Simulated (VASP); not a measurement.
# Ge2Cl (P4/nmm) in VASP: a series of runs

Runs on Ge2Cl. Level: PBE. Tasks: single point, relaxation of cell and atoms.

Program: VASP 6.6.1. These are calculated values, not measurements. Logs are shortened: lines on timing, memory, paths and dates and some standing lists are left out, and cuts for length are marked.

### Step 1. The cell of the first run

The structure is tetragonal, space group P4/nmm (No. 129). The conventional cell has a = 4.236 Å, b = 4.236 Å, c = 7.288 Å, α = 90.00°, β = 90.00°, γ = 90.00°. Within 3.7 Å of Ge (site symmetry -4m2) lie 8 Ge at 2.79 to 3.00 Å and 4 Cl at 3.64 Å. Ge (site symmetry 4mm) has 5 Cl at 2.51 to 3.20 Å and 4 Ge at 2.79 Å within 3.3 Å. Cl (site symmetry 4mm) has 5 Ge at 2.51 to 3.20 Å and 4 Cl at 3.29 Å within 3.3 Å.

### Step 2. Single point, PBE

Contents of INCAR:

```
SYSTEM = Ge2Cl
  PREC = Accurate
  ENCUT = 520
  EDIFF = 1E-6
  ISMEAR = 0
  SIGMA = 0.1
  LREAL = .False.
  LASPH = .True.
  NELM = 100
  ALGO = Normal
  ISIF = 2
  LWAVE = .False.
  LCHARG = .False.
  GGA = PE
  NBANDS = 44
```

Contents of KPOINTS:

```
regular mesh
0
Gamma
  4 4 4
  0 0 0
```

Contents of POSCAR:

```
Ge2Cl
1.0
    4.2361085390      0.0000000000      0.0000000000
    0.0000000000      4.2361085390      0.0000000000
    0.0000000000      0.0000000000      7.2880643652
Ge Cl
4 2
Direct
    0.0000000000      0.0000000000      0.0000000000
    0.5000000000      0.5000000000      0.0000000000
    0.0000000000      0.5000000000      0.2498423892
    0.5000000000      0.0000000000      0.7501576108
    0.0000000000      0.5000000000      0.5940564062
    0.5000000000      0.0000000000      0.4059435938
```

Potentials or basis: VASP PAW PBE potentials, release 64 (Ge_d, Cl).

On the command line:

```
> cat potpaw_PBE.64/Ge_d/POTCAR potpaw_PBE.64/Cl/POTCAR > POTCAR
> mpirun -np 1 vasp_std > vasp.out
```

OUTCAR:

```text
SYSTEM = Ge2Cl
   PREC = Accurate
   ENCUT = 520
   EDIFF = 1E-6
   ISMEAR = 0
   LREAL = .False.
   LASPH = .True.
   NELM = 100
   ISIF = 2
   GGA = PE

 ion  position               nearest neighbor table
   1  0.000  0.000  0.000-   3 2.79   4 2.79   3 2.79   4 2.79
   2  0.500  0.500  0.000-   3 2.79   4 2.79   4 2.79   3 2.79
   3  0.000  0.500  0.250-   5 2.51   2 2.79   1 2.79   1 2.79   2 2.79
   4  0.500  0.000  0.750-   6 2.51   2 2.79   1 2.79   2 2.79   1 2.79
   5  0.000  0.500  0.594-   3 2.51
   6  0.500  0.000  0.406-   4 2.51

  LATTYP: Found a simple tetragonal cell.
 ALAT       =     4.2361085390
 C/A-ratio  =     1.7204621407

  Lattice vectors:

 A1 = (   4.2361085390,   0.0000000000,   0.0000000000)
 A2 = (   0.0000000000,   4.2361085390,   0.0000000000)
 A3 = (   0.0000000000,   0.0000000000,   7.2880643652)

Analysis of symmetry for initial positions (statically):
=====================================================================
 Subroutine PRICEL returns:
 Original cell was already a primitive cell.

 Routine SETGRP: Setting up the symmetry group for a
 simple tetragonal supercell.

 Subroutine GETGRP returns: Found 16 space group operations
 (whereof  8 operations were pure point group operations)
 out of a pool of 16 trial point group operations.

The static configuration has the point symmetry D_2d.
 The point group associated with its full space group is D_4h.

Analysis of symmetry for dynamics (positions and initial velocities):
=====================================================================
 Subroutine PRICEL returns:
 Original cell was already a primitive cell.

 Routine SETGRP: Setting up the symmetry group for a
 simple tetragonal supercell.

 Subroutine GETGRP returns: Found 16 space group operations
 (whereof  8 operations were pure point group operations)
 out of a pool of 16 trial point group operations.

The dynamic configuration has the point symmetry D_2d.
 The point group associated with its full space group is D_4h.

 Subroutine INISYM returns: Found 16 space group operations
 (whereof  8 operations are pure point group operations),
 and found     1 'primitive' translations

----------------------------------------------------------------------------------------

                                     Primitive cell

  volume of cell :     130.7815

  direct lattice vectors                    reciprocal lattice vectors
     4.236108539  0.000000000  0.000000000     0.236065717  0.000000000  0.000000000
     0.000000000  4.236108539  0.000000000     0.000000000  0.236065717  0.000000000
     0.000000000  0.000000000  7.288064365     0.000000000  0.000000000  0.137210643

  length of vectors
     4.236108539  4.236108539  7.288064365     0.236065717  0.236065717  0.137210643

  position of ions in fractional coordinates (direct lattice)
     0.000000000  0.000000000  0.000000000
     0.500000000  0.500000000  0.000000000
     0.000000000  0.500000000  0.249842389
     0.500000000  0.000000000  0.750157611
     0.000000000  0.500000000  0.594056406
     0.500000000  0.000000000  0.405943594

  ion indices of the primitive-cell ions
   primitive index   ion index
                 1           1
                 2           2
                 3           3
                 4           4
                 5           5
                 6           6

----------------------------------------------------------------------------------------

 KPOINTS: regular mesh

Automatic generation of k-mesh.
 Grid dimensions read from file:
 generate k-points for:    4    4    4

 Generating k-lattice:

  Cartesian coordinates                     Fractional coordinates (reciprocal lattice)
     0.059016429  0.000000000  0.000000000     0.250000000  0.000000000  0.000000000
     0.000000000  0.059016429  0.000000000     0.000000000  0.250000000  0.000000000
     0.000000000  0.000000000  0.034302661     0.000000000  0.000000000  0.250000000

  Length of vectors
     0.059016429  0.059016429  0.034302661

  Shift w.r.t. Gamma in fractional coordinates (k-lattice)
     0.000000000  0.000000000  0.000000000

 Subroutine IBZKPT returns following result:
 ===========================================

 Found     18 irreducible k-points:

 Following reciprocal coordinates:
            Coordinates               Weight
  0.000000  0.000000  0.000000      1.000000
  0.250000  0.000000  0.000000      4.000000
  0.500000  0.000000  0.000000      2.000000
  0.250000  0.250000  0.000000      4.000000
  0.500000  0.250000  0.000000      4.000000
  0.500000  0.500000  0.000000      1.000000
[... 10 lines left out ...]
  0.500000  0.250000  0.500000      4.000000
  0.500000  0.500000  0.500000      1.000000
   k-points           NKPTS =     18   k-points in BZ     NKDIM =     18   number of bands    NBANDS=     44
   number of dos      NEDOS =    301   number of ions     NIONS =      6
   total plane-waves  NPLWV =  55296
   dimension x,y,z NGX =    32 NGY =   32 NGZ =   54
   dimension x,y,z NGXF=    64 NGYF=   64 NGZF=  108
   ions per type =               4   2
   NGX,Y,Z   is equivalent  to a cutoff of  12.56, 12.56, 12.32 a.u.
   NGXF,Y,Z  is equivalent  to a cutoff of  25.12, 25.12, 24.64 a.u.
 SYSTEM =  Ge2Cl
   PREC   = accura    normal or accurate (medium, high low for compatibility)
   ISTART =      0    job   : 0-new  1-cont  2-samecut
   ICHARG =      2    charge: 1-file 2-atom 10-const
   ISPIN  =      1    spin polarized calculation?
   LNONCOLLINEAR =      F non collinear calculations
   LSORBIT =      F    spin-orbit coupling
   LASPH  =      T    aspherical Exc in radial PAW
   ENCUT  =  520.0 eV  38.22 Ry    6.18 a.u.   7.88  7.88 13.55*2*pi/ulx,y,z
   NELM   =    100;   NELMIN=  2; NELMDL= -5     # of ELM steps
   EDIFF  = 0.1E-05   stopping-criterion for ELM
   LREAL  =      F    real-space projection
   EDIFFG = 0.1E-04   stopping-criterion for IOM
   NSW    =      0    number of steps for IOM
   IBRION =     -1    ionic relax: 0-MD 1-quasi-New 2-CG
   NFREE  =      0    steps in history (QN), initial steepest desc. (CG)
   ISIF   =      2    stress and relaxation
   ISYM   =      2    0-nonsym 1-usesym 2-fastsym
   POTIM  = 0.5000    time-step for ionic-motion
   TEBEG  =    0.0;   TEEND  =   0.0 temperature during run
   PSTRESS=    0.0 pullay stress
   NELECT =      70.0000    total number of electrons
   NUPDOWN=      -1.0000    fix difference up-down
   EMIN   =  10.00;   EMAX   =-10.00  energy-range for DOS
   EFERMI =   0.00;   METHOD = LEGACY
   ISMEAR =     0;   SIGMA  =   0.10  broadening in eV -4-tet -1-fermi 0-gaus
   EFERMI_NEDOS =   21; number of points for ismear=-14 and -15
   IALGO  =     38    algorithm
   IMIX   =      4    mixing-type and parameters
     AMIX     =   0.40;   BMIX     =  1.00
     AMIX_MAG =   1.60;   BMIX_MAG =  1.00
  volume/ion in A,a.u.               =      21.80       147.09
  Fermi-wavevector in a.u.,A,eV,Ry     =   1.329205  2.511834 24.038592  1.766787
  Thomas-Fermi vector in A             =   2.458385
   LORBIT       =      0    0 simple, 1 ext, 2 COOP (PROOUT), +10 PAW based schemes
   GGA     = PE    functional components
   LHFCALC =     F    Hartree Fock is set to
   AEXX    =    0.0000 exact exchange contribution
   IVDW    =     0    specifies the selected vdW correction
   LEPSILON=     F    determine dielectric tensor
   LRPA    =     F    only Hartree local field effects (RPA)
 non-spin polarized calculation
 Gauss-broadening in eV      SIGMA  =   0.10
  energy-cutoff  :      520.00
  volume of cell :      130.78
 maximum number of plane-waves:      3544
 NGX is ok and might be reduce to    32
   NGX = 15   NGY = 15   NGZ = 27

 number of electron      69.9999948 magnetization

 Free energy of the ion-electron system (eV)
  ---------------------------------------------------
  ext. energy  EPLUGINS =         0.00000000
  ---------------------------------------------------
  free energy    TOTEN  =       -21.60756201 eV

  energy without entropy =      -21.58807784  energy(sigma->0) =      -21.59781993

 E-fermi :   4.2202     XC(G=0): -10.0256

 val. band max:        4.2191349016   @ k =   0.5000   0.0000   0.2500
 cond. band min:       4.2400200209   @ k =   0.5000   0.2500   0.5000
 fundamental gap:      0.0208851193
 Fermi energy:         4.2202355264

 k-point     1 :       0.0000    0.0000    0.0000
  band No.  band energies     occupation
      1     -20.4608      2.00000
      2     -20.4608      2.00000
      3     -20.4577      2.00000
      4     -20.4567      2.00000
      5     -20.4540      2.00000
      6     -20.4540      2.00000
[... 36 lines left out ...]
     43       9.8653      0.00000
     44       9.8757      0.00000

 k-point     2 :       0.2500    0.0000    0.0000
  band No.  band energies     occupation
      1     -20.4601      2.00000
      2     -20.4582      2.00000
      3     -20.4571      2.00000
      4     -20.4552      2.00000
      5     -20.4544      2.00000
      6     -20.4519      2.00000
[... 36 lines left out ...]
     43       8.7171      0.00000
     44       9.6409      0.00000

 k-point     3 :       0.5000    0.0000    0.0000
  band No.  band energies     occupation
      1     -20.4579      2.00000
      2     -20.4579      2.00000
      3     -20.4560      2.00000
      4     -20.4560      2.00000
      5     -20.4503      2.00000
      6     -20.4503      2.00000
[... 36 lines left out ...]
     43      10.5482      0.00000
     44      10.5482      0.00000

 k-point     4 :       0.2500    0.2500    0.0000
  band No.  band energies     occupation
      1     -20.4575      2.00000
      2     -20.4568      2.00000
      3     -20.4567      2.00000
      4     -20.4533      2.00000
      5     -20.4531      2.00000
      6     -20.4519      2.00000
[... 600 lines left out ...]
     43       9.6521      0.00000
     44      11.4494      0.00000

 k-point    17 :       0.5000    0.2500    0.5000
  band No.  band energies     occupation
      1     -20.4562      2.00000
      2     -20.4562      2.00000
      3     -20.4530      2.00000
      4     -20.4530      2.00000
      5     -20.4511      2.00000
      6     -20.4511      2.00000
[... 36 lines left out ...]
     43      10.8985      0.00000
     44      10.8985      0.00000

 k-point    18 :       0.5000    0.5000    0.5000
  band No.  band energies     occupation
      1     -20.4545      2.00000
      2     -20.4545      2.00000
      3     -20.4513      2.00000
      4     -20.4513      2.00000
      5     -20.4500      2.00000
      6     -20.4500      2.00000
[... 36 lines left out ...]
     43      11.2993      0.00000
     44      11.2993      0.00000

------------------------ aborting loop because EDIFF is reached ----------------------------------------

  FORCE on cell =-STRESS in cart. coord.  units (eV):
  Direction    XX          YY          ZZ          XY          YZ          ZX
  --------------------------------------------------------------------------------------
  -------------------------------------------------------------------------------------
  Total       -0.0285278     -0.0285278      0.0696484      0.0000000     -0.0000000      0.0000000
  in kB       -0.3494879     -0.3494879      0.8532484      0.0000000     -0.0000000      0.0000000
  external PRESSURE =       0.0514242 kB  Pullay stress =       0.0000000 kB

 VOLUME and BASIS-vectors are now :
 -----------------------------------------------------------------------------
  energy-cutoff  :      520.00
  volume of cell :      130.78
      direct lattice vectors                 reciprocal lattice vectors
     4.236108539  0.000000000  0.000000000     0.236065717  0.000000000  0.000000000
     0.000000000  4.236108539  0.000000000     0.000000000  0.236065717  0.000000000
     0.000000000  0.000000000  7.288064365     0.000000000  0.000000000  0.137210643

 POSITION                                       TOTAL-FORCE (eV/Angst)
 -----------------------------------------------------------------------------------
      0.00000      0.00000      0.00000        -0.000000      0.000000      0.000000
      2.11805      2.11805      0.00000         0.000000     -0.000000      0.000000
      0.00000      2.11805      1.82087        -0.000000     -0.000000      0.012819
      2.11805      0.00000      5.46720        -0.000000      0.000000     -0.012819
      0.00000      2.11805      4.32952        -0.000000      0.000000     -0.000777
      2.11805      0.00000      2.95854         0.000000      0.000000      0.000777
 -----------------------------------------------------------------------------------
    total drift:                                0.000000     -0.000000     -0.000000

  FREE ENERGIE OF THE ION-ELECTRON SYSTEM (eV)
  ---------------------------------------------------
  free  energy   TOTEN  =       -21.6075620106 eV

  energy  without entropy=      -21.5880778398  energy(sigma->0) =      -21.59781993
```

It took 59 s on 1 thread of Intel Xeon 6975P-C (Granite Rapids), shared host; peak memory 0.25 GiB.

Results:

* Free energy: -21.6076 eV
* Pressure: 0.0 GPa
* Largest force: 0.013 eV/Å
* Band gap on the k mesh: zero (bands 35 and 36 overlap by 2.59 eV)

Forces in eV/Å, atoms in the order of the input:
```
Ge   0.000  0.000  0.000
Ge   0.000  0.000  0.000
Ge   0.000  0.000  0.013
Ge   0.000  0.000 -0.013
Cl   0.000  0.000 -0.001
Cl   0.000  0.000  0.001
```

Caveat: the k points lie up to 0.37 Å⁻¹ apart, too coarse for converged energies and pressures of a metal.

(Continued in part 2 of 2.)
